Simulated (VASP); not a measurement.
Runs of VASP 6.6.1 on Si. The structure is that of space group P6_3/mmc (No. 194), or close to it. The cells are those of the table. 

| cell | gap on the mesh (eV) | pressure (GPa) | largest force (eV/Å) |
| --- | --- | --- | --- |
| a = 3.885, b = 3.885, c = 6.254 Å, angles 90.0, 90.0, 120.0°, 4 atoms | none | (a) | 1.06 |
| a = 3.756, b = 3.756, c = 6.691 Å, angles 90.0, 90.0, 120.0°, 4 atoms | none | 6.1 | 2.23 |
| a = 3.726, b = 3.726, c = 6.799 Å, angles 90.0, 90.0, 120.0°, 4 atoms | none | -1.1 | 3.33 |
| a = 3.851, b = 3.851, c = 6.365 Å, angles 90.0, 90.0, 120.0°, 4 atoms | (b) | 0.0 | 0.83 |
| a = 3.920, b = 3.920, c = 6.142 Å, angles 90.0, 90.0, 120.0°, 4 atoms | none | 5.1 | 5.46 |
| a = 3.957, b = 3.957, c = 6.029 Å, angles 90.0, 90.0, 120.0°, 4 atoms | 0.05 | (d) | 1.05 |
| a = 3.818, b = 3.818, c = 6.475 Å, angles 90.0, 90.0, 120.0°, 4 atoms | none | 2.5 | (c) |

Alike in all rows: task single point; level PBE; potentials or basis VASP PAW PBE potentials, release 64 (Si); no spin polarisation; k mesh 12 × 12 × 6; cutoff (eV) 520; smearing gaussian 0.05 eV.

Estimate the missing entries.

(a) 0.1; (b) 0.35; (c) 2.01; (d) 0.9.

Caveats: forces of over 1 eV/Å act on the atoms, so gaps and moduli don't describe the material at rest (some runs).

A k mesh can miss the band edges.

A gap of «none» marks levels without a gap at the run's occupations.
